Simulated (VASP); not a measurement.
## Sb: single point with PBEsol

Crystal: Sb.

```
CELL_PARAMETERS angstrom
2.04307 1.17957 3.74400
-2.04307 1.17957 3.74400
0.00000 -2.35913 3.74400
ATOMIC_POSITIONS crystal
Sb 0.23364 0.23364 0.23364
Sb 0.76636 0.76636 0.76636
```

This cell differs from its parent crystal: strain -0.050 along x and y, +0.000 along z.

| Item | Value |
| --- | --- |
| Program | VASP 6.6.1 |
| Task | single point |
| Functional | PBEsol |
| Potentials or basis | VASP PAW PBE potentials, release 64 (Sb) |
| Cutoff | 520 eV |
| k mesh | 12 × 12 × 12 |
| Occupations | gaussian, width 0.15 eV |
| Spin | no spin polarisation |

```
Pressure               : 8.8 GPa
Largest force          : 0.934 eV/Å
Band gap on the k mesh : zero (bands 5 and 6 overlap by 0.59 eV)
```

Forces on the atoms (eV/Å):
```
Sb   0.000  0.000  0.934
Sb   0.000  0.000 -0.934
```

Stress tensor (GPa, compression positive):
```
9.82 0.00 0.00
0.00 9.82 0.00
0.00 0.00 6.73
```

Levels at points of the mesh, in eV from the Fermi level:
```tsv
k point	band 3	band 4	band 5	band 6	band 7	band 8
(0.00, 0.00, 0.00)	-2.74	-1.76	-1.76	2.09	2.88	2.88
(0.50, 0.00, 0.00)	-2.35	-2.16	-0.42	-0.15	-0.03	0.52
(0.50, 0.50, 0.00)	-5.99	-4.42	-3.94	1.15	5.42	6.06
(0.50, 0.50, 0.50)	-1.25	-1.25	0.07	0.30	0.30	1.71
```

Run time: 60 s on 1 thread of AMD EPYC 9R45 96-Core Processor (Zen 5) (shared host), peak memory 0.24 GiB.

Caveat: the cell differs from its parent crystal (strain -0.050 along x and y, +0.000 along z); the cell stands under pressure; the PAW data sets were made with another functional, which shifts forces and pressure a little; spin-orbit coupling is left out, which moves the levels of the heavy elements.
